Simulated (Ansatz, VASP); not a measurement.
# One calculation of Rb, two programs

Contents of INCAR:

```
  PREC = Accurate
  ENCUT = 520
  EDIFF = 1E-6
  ISMEAR = -1
  SIGMA = 0.1
  LREAL = False
  LASPH = True
  NELM = 60
  ALGO = Normal
  ISIF = 2
  LWAVE = False
  LCHARG = True
  GGA = PE
  LELF = True
  LVHAR = True
  NBANDS = 10
```

The input KPOINTS:

```
regular mesh
0
Gamma
  11 11 11
```

Contents of POSCAR:

```
Rb
1.0
    4.6859540033      0.0000000000      0.0000000000
    0.0000000000      4.6859540033      0.0000000000
    0.0000000000      0.0000000000      4.6859540033
Rb
1
Direct
    0.0000000000      0.0000000000      0.0000000000
```

Input for Ansatz:

```yaml
crystal:
  lattice:
    - [4.6859540033, 0.0, 0.0]
    - [0.0, 4.6859540033, 0.0]
    - [0.0, 0.0, 4.6859540033]
  atoms:
    - { symbol: Rb, position: [0.0, 0.0, 0.0] }
hamiltonian:
  xc: pbe
  pseudopotentials:
    kind: paw
    azcp:
      Rb: "pseudopotentials/Rb.paw.azcp"
basis:
  ecutwfc: 420
  fft_grid_basis: typed
kpoints:
  mp_grid: { grid: [11, 11, 11], shift: [0, 0, 0] }
magnetization:
  spin_polarized: false
scf:
  occupations: { method: fermi_dirac, width: 0.1 }
output:
  stress: true
```

Alike in both runs: task single point; functional PBE; k mesh 11 × 11 × 11; occupations fermi-dirac, width 0.1 eV; no spin polarisation.

|  | VASP | Ansatz |
| --- | --- | --- |
| version | VASP 6.6.1 | Ansatz 0.2.0 |
| potentials or method | VASP PAW PBE potentials, release 64 (Rb_sv), cutoff 520 eV | plane waves (420 eV) with PAW, scalar-relativistic |
| valence electrons in the cell | 9 | 9 |

```csv
,VASP,Ansatz,Ansatz less VASP
pressure (GPa),-0.1,-0.1,0.00
```
